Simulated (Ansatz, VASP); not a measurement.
Ba: VASP beside Ansatz

```
Ba
1.0
    -2.50650    2.50650    2.40624
     2.50650   -2.50650    2.40624
     2.50650    2.50650   -2.40624
Ba
1
Direct
  0.00000 0.00000 0.00000
```

Change from the starting cell: strain = -0.04.

Alike in both runs: task single point; functional PBE; k mesh 8 × 8 × 8; occupations fermi-dirac, width 0.05 eV; no spin polarisation.

|  | VASP | Ansatz |
| --- | --- | --- |
| version | VASP 6.6.1 | Ansatz 0.2.0 |
| potentials or method | VASP PAW PBE potentials, release 64 (Ba_sv), cutoff 520 eV | all-electron LAPW, scalar-relativistic |

|  | VASP | Ansatz | Ansatz less VASP |
| --- | --- | --- | --- |
| gap on the k mesh at the Fermi level (eV) | none | none | - |
| pressure (GPa) | 0.4 | 0.4 | -0.06 |
| traceless stress, the component that is largest in VASP (GPa) | 0.17 | 0.17 | -0.003 |

A gap of «none» marks a metal or a gap that the smearing closes. Ansatz ran all-electron here, and VASP with PAW potentials.

Neither program's run includes spin-orbit coupling.
